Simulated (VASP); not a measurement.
# GaN (F-43m) in VASP: further runs, part 2 of 2

VASP 6.6.1. The steps go on from the part before.

### Step 3. Single point, BHLYP

This run uses another cell than the first one, of 10.76 Å³/atom.

Contents of POSCAR:

```
GaN
1.0
    0.0000000000      2.2074978911      2.2074978911
    2.2074978911      0.0000000000      2.2074978911
    2.2074978911      2.2074978911      0.0000000000
Ga N
1 1
Direct
    0.0000000000      0.0000000000      0.0000000000
    0.2500000000      0.2500000000      0.2500000000
```

Contents of INCAR.step1:

```
ALGO = Normal ; EDIFF = 1E-5
ENCUT = 1000 ; GGA = PE
GGA_COMPAT = False ; ISIF = 2
ISMEAR = -1 ; LASPH = True
LREAL = False ; LWAVE = True
NBANDS = 16 ; NELM = 120
PREC = Accurate ; SIGMA = 0.05
```

Contents of INCAR.step2:

```
AEXX = 0.5 ; AGGAC = 1.0
AGGAX = 0.5 ; ALDAC = 0.0
ALDAX = 0.5 ; ALGO = Normal
EDIFF = 1E-6 ; ENCUT = 1000
GGA = B5 ; GGA_COMPAT = False
ISIF = 2 ; ISMEAR = -1
ISTART = 1 ; LASPH = True
LCHARG = True ; LELF = True
LHFCALC = True ; LREAL = False
LVHAR = True ; LWAVE = False
NBANDS = 16 ; NELM = 120
PREC = Accurate ; PRECFOCK = Normal
SIGMA = 0.05
```

Contents of KPOINTS:

```
k-points
0
Gamma
  5 5 5
```

Potentials or basis: VASP PAW PBE potentials, release 64 (Ga_d, N_h).

The run is started by

```console
$ cat potpaw_PBE.64/Ga_d/POTCAR potpaw_PBE.64/N_h/POTCAR > POTCAR
$ cp INCAR.step1 INCAR
$ mpirun -np 1 vasp_std > vasp.out
$ cp INCAR.step2 INCAR
$ mpirun -np 1 vasp_std > vasp.out
```

OUTCAR:

```text
AEXX = 0.5
   EDIFF = 1E-6
   ENCUT = 1000
   GGA = B5
   ISIF = 2
   ISMEAR = -1
   ISTART = 1
   LASPH = True
   LHFCALC = True
   LREAL = False
   NELM = 120
   PREC = Accurate
   PRECFOCK = Normal

 ion  position               nearest neighbor table
   1  0.000  0.000  0.000-   2 1.91   2 1.91   2 1.91   2 1.91
   2  0.250  0.250  0.250-   1 1.91   1 1.91   1 1.91   1 1.91

  LATTYP: Found a face centered cubic cell.
 ALAT       =     4.4149957822

  Lattice vectors:

[... 367 lines left out ...]
------------------------ aborting loop because EDIFF is reached ----------------------------------------

  FORCE on cell =-STRESS in cart. coord.  units (eV):
  Direction    XX          YY          ZZ          XY          YZ          ZX
  --------------------------------------------------------------------------------------
  -------------------------------------------------------------------------------------
  Total        1.8197663      1.8197663      1.8197663      0.0000000     -0.0000000      0.0000000
  in kB      135.5174810    135.5174810    135.5174810      0.0000000     -0.0000000      0.0000000
  external PRESSURE =     135.5174810 kB  Pullay stress =       0.0000000 kB

 VOLUME and BASIS-vectors are now :
 -----------------------------------------------------------------------------
  energy-cutoff  :     1000.00
  volume of cell :       21.51
      direct lattice vectors                 reciprocal lattice vectors
     0.000000000  2.207497891  2.207497891    -0.226500783  0.226500783  0.226500783
     2.207497891  0.000000000  2.207497891     0.226500783 -0.226500783  0.226500783
     2.207497891  2.207497891  0.000000000     0.226500783  0.226500783 -0.226500783

 POSITION                                       TOTAL-FORCE (eV/Angst)
 -----------------------------------------------------------------------------------
      0.00000      0.00000      0.00000         0.000000      0.000000      0.000000
      1.10375      1.10375      1.10375        -0.000000     -0.000000     -0.000000
 -----------------------------------------------------------------------------------
    total drift:                                0.000015      0.000010      0.000016

  FREE ENERGIE OF THE ION-ELECTRON SYSTEM (eV)
  ---------------------------------------------------
  free  energy   TOTEN  =       -18.1616025123 eV

  energy  without entropy=      -18.1616025122  energy(sigma->0) =      -18.16160251
```

Wall time 47 min (1 thread of Intel Xeon Platinum 8375C at 2.90GHz (Ice Lake), shared host); peak memory 0.2 GiB.

What came out:

```
Free energy            : -18.1616 eV
Pressure               : 13.6 GPa
Band gap on the k mesh : 6.54 eV
```

Levels at points of the mesh, in eV from the valence-band top:
```csv
k point,band 7,band 8,band 9,band 10,band 11,band 12
"(0.00, 0.00, 0.00)",0.00,0.00,0.00,6.54,15.68,15.68
```

Caveat: the k points lie up to 0.49 Å⁻¹ apart; the PAW data sets were made with another functional, which shifts forces and pressure a little.

### Step 4. Single point, r2SCAN+D3(BJ)

This run uses another cell than the first one, of 10.99 Å³/atom.

Contents of POSCAR:

```
GaN
1.0
    0.0000000000      2.2230441631      2.2230441631
    2.2230441631      0.0000000000      2.2230441631
    2.2230441631      2.2230441631      0.0000000000
Ga N
1 1
Direct
    0.0000000000      0.0000000000      0.0000000000
    0.2500000000      0.2500000000      0.2500000000
```

Contents of INCAR.step1:

```
SYSTEM = GaN
PREC = Accurate
ENCUT = 1460
ISMEAR = -1
SIGMA = 0.05
LREAL = .False.
LASPH = .True.
NELM = 120
NBANDS = 16
GGA = PE
ALGO = Normal
EDIFF = 1E-5
LWAVE = .True.
LCHARG = .False.
GGA_COMPAT = .False.
```

Contents of INCAR.step2:

```
SYSTEM = GaN
PREC = Accurate
ENCUT = 1460
EDIFF = 1E-6
ISMEAR = -1
SIGMA = 0.05
LREAL = .False.
LASPH = .True.
NELM = 120
ALGO = Normal
ISIF = 2
LWAVE = .False.
LCHARG = .True.
METAGGA = R2SCAN
LMIXTAU = .True.
IVDW = 12
VDW_S6 = 1.0
VDW_S8 = 0.78981345
VDW_A1 = 0.49484001
VDW_A2 = 5.73083694
LELF = .True.
LVHAR = .True.
NBANDS = 16
ISTART = 1
GGA_COMPAT = .False.
```

Contents of KPOINTS:

```
regular mesh
0
Gamma
  10 10 10
  0 0 0
```

The run is started by

```console
$ cat potpaw_PBE.64/Ga_d/POTCAR potpaw_PBE.64/N_h/POTCAR > POTCAR
$ cp INCAR.step1 INCAR
$ mpirun -np 1 vasp_std > vasp.out
$ cp INCAR.step2 INCAR
$ mpirun -np 1 vasp_std > vasp.out
```

Wall time 2.1 min (1 thread of Intel Xeon 6975P-C (Granite Rapids), shared host); peak memory 0.32 GiB.

The run converged. Its results:

```yaml
Free_energy: -22.1266 eV
Pressure: 6.6 GPa
Band_gap_on_the_k_mesh: 2.39 eV
Dispersion_energy_per_atom: -0.125 eV
```

Levels at points of the mesh, in eV from the valence-band top:
```tsv
k point	band 7	band 8	band 9	band 10	band 11	band 12
(0.00, 0.00, 0.00)	0.00	0.00	0.00	2.39	11.28	11.28
(0.50, 0.00, 0.00)	-7.43	-1.05	-1.05	5.46	9.66	11.22
(0.50, 0.50, 0.00)	-6.39	-2.93	-2.93	3.78	7.49	12.90
```

Caveat: the cell stands under pressure; the PAW data sets were made with another functional, which shifts forces and pressure a little.

### Step 5. Single point, PBEsol-based screened hybrid with 25 % exact exchange

This run uses another cell than the first one, of 11.13 Å³/atom.

Contents of POSCAR:

```
GaN
1.0
    0.0000000000      2.2326846129      2.2326846129
    2.2326846129      0.0000000000      2.2326846129
    2.2326846129      2.2326846129      0.0000000000
Ga N
1 1
Direct
    0.0000000000      0.0000000000      0.0000000000
    0.2500000000      0.2500000000      0.2500000000
```

Contents of INCAR.step1:

```
  PREC = Accurate
  ENCUT = 520
  EDIFF = 1E-5
  ISMEAR = -1
  SIGMA = 0.05
  LREAL = F
  LASPH = T
  NELM = 60
  ALGO = Normal
  ISIF = 2
  LWAVE = T
  LCHARG = F
  GGA = PE
  NBANDS = 16
```

Contents of INCAR.step2:

```
  PREC = Accurate
  ENCUT = 520
  EDIFF = 1E-6
  ISMEAR = -1
  SIGMA = 0.05
  LREAL = F
  LASPH = T
  NELM = 60
  ALGO = Normal
  ISIF = 2
  LWAVE = F
  LCHARG = F
  GGA = PS
  LHFCALC = T
  AEXX = 0.25
  HFSCREEN = 0.207
  PRECFOCK = Normal
  ISTART = 1
  NBANDS = 16
```

Contents of KPOINTS:

```
regular mesh
0
Gamma
  5 5 5
```

Potentials or basis: VASP PAW PBE potentials, release 64 (Ga_d, N).

The run is started by

```console
$ cat potpaw_PBE.64/Ga_d/POTCAR potpaw_PBE.64/N/POTCAR > POTCAR
$ cp INCAR.step1 INCAR
$ mpirun -np 1 vasp_std > vasp.out
$ cp INCAR.step2 INCAR
$ mpirun -np 1 vasp_std > vasp.out
```

Run time: 4.2 min. Hardware: 1 thread of Intel Xeon 6975P-C (Granite Rapids), shared host; peak memory 0.25 GiB.

It converged, with:

- Free energy: -15.4139 eV
- Pressure: 0.0 GPa
- Band gap on the k mesh: 3.15 eV

Levels at points of the mesh, in eV from the valence-band top:
```
           k point  band 5  band 6  band 7  band 8  band 9  band 10  band 11  band 12  band 13  band 14
(0.00, 0.00, 0.00)  -15.21  -15.21    0.00    0.00    0.00     3.15    12.02    12.02    12.02    19.60
```

Caveat: the k points lie up to 0.49 Å⁻¹ apart; the PAW data sets were made with another functional, which shifts forces and pressure a little.

### Step 6. The runs side by side

| level | potentials or basis | cell | k mesh | cutoff (eV) | grid for exact exchange (PRECFOCK) | share of exact exchange | screening parameter | gap on the mesh (eV) | pressure (GPa) |
| --- | --- | --- | --- | --- | --- | --- | --- | --- | --- |
| r2SCANh | VASP PAW PBE potentials, release 64 (Ga_d, N_h) | a = 3.166 Å, angles 60.0°, 2 atoms | 5 × 5 × 5 | 1080 | Normal | 0.1 | - | 3.00 | 2.4 |
| BHLYP | VASP PAW PBE potentials, release 64 (Ga_d, N_h) | a = 3.122 Å, angles 60.0°, 2 atoms | 5 × 5 × 5 | 1000 | Normal | 0.5 | - | 6.54 | 13.6 |
| r2SCAN+D3(BJ) | VASP PAW PBE potentials, release 64 (Ga_d, N_h) | a = 3.144 Å, angles 60.0°, 2 atoms | 10 × 10 × 10 | 1460 | - | - | - | 2.39 | 6.6 |
| PBEsol-based screened hybrid with 25 % exact exchange | VASP PAW PBE potentials, release 64 (Ga_d, N) | a = 3.157 Å, angles 60.0°, 2 atoms | 5 × 5 × 5 | 520 | Normal | 0.25 | 0.207 1/Å | 3.15 | 0.0 |

Alike in all rows: task single point; no spin polarisation; smearing fermi-dirac 0.05 eV.

Caveats: some runs use coarse meshes; the PAW data sets were made with another functional, which shifts forces and pressure a little; the cell stands under pressure (at least some runs).

Total energies depend on the potentials used, so only differences within one code and one set of settings carry meaning.
